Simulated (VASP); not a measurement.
Set up this calculation in VASP 6.6.1, as the native input.

```
Task                   : electric field gradients
Functional             : PBE
Potentials or basis    : VASP PAW PBE potentials, release 64 (Ba_sv, S)
Cutoff                 : 520 eV
k mesh                 : 8 × 8 × 8
Occupations            : fermi-dirac, width 0.02 eV
Spin                   : no spin polarisation
Dipole correction      : no
Further INCAR settings : ALGO = Normal; EDIFF = 1e-08; NBANDS = 15
```

The structure of BaS lies in POSCAR:

```
BaS
1.0
   -0.0638750000      3.1618125000      3.1618125000
    3.1618125000     -0.0638750000      3.1618125000
    3.1618125000      3.1618125000     -0.0638750000
Ba S
1 1
Direct
    0.0000000000      0.0000000000      0.0000000000
    0.5000000000      0.5000000000      0.5000000000
```

This cell differs from its parent crystal: equal xy, yz and zx shear strains of -2 %.

These files were run (other wordings do the same):

INCAR

```
PREC     = Accurate       # precision mode
ENCUT    = 520            # plane-wave cutoff, eV
EDIFF    = 1E-8           # SCF threshold, eV
ISMEAR   = -1             # smearing method
SIGMA    = 0.02           # smearing width, eV
LREAL    = F              # projectors in reciprocal space
LASPH    = T              # aspherical terms in the spheres
NELM     = 100            # most SCF steps
ALGO     = Normal         # electronic algorithm
ISIF     = 2              # what is computed and relaxed
LWAVE    = F              # write WAVECAR
LCHARG   = F              # write CHGCAR
GGA      = PE             # functional
LEFG     = T            
NBANDS   = 15             # bands
```

KPOINTS

```
Automatic mesh
0
Gamma
  8 8 8
```

Potentials or basis: VASP PAW PBE potentials, release 64 (Ba_sv, S).

Launch:

```sh
$ cat potpaw_PBE.64/Ba_sv/POTCAR potpaw_PBE.64/S/POTCAR > POTCAR
$ mpirun -np 1 vasp_std > vasp.out
```

It gave:

| Quantity | Value |
| --- | --- |
| Pressure | 1.4 GPa |
| Band gap on the k mesh | 2.06 eV, indirect (least direct gap 2.21 eV) |

Caveat: the cell differs from its parent crystal (equal xy, yz and zx shear strains of -2 %); without QUAD_EFG the Cq values of the log hold for a quadrupole moment of 1 mb, not for the nuclei; spin-orbit coupling is left out, which moves the levels of the heavy elements.

Wall time 63 s on 1 thread of Intel(R) Xeon(R) Platinum 8259CL CPU @ 2.50GHz (Skylake/Cascade Lake) (shared host), peak memory 0.24 GiB.
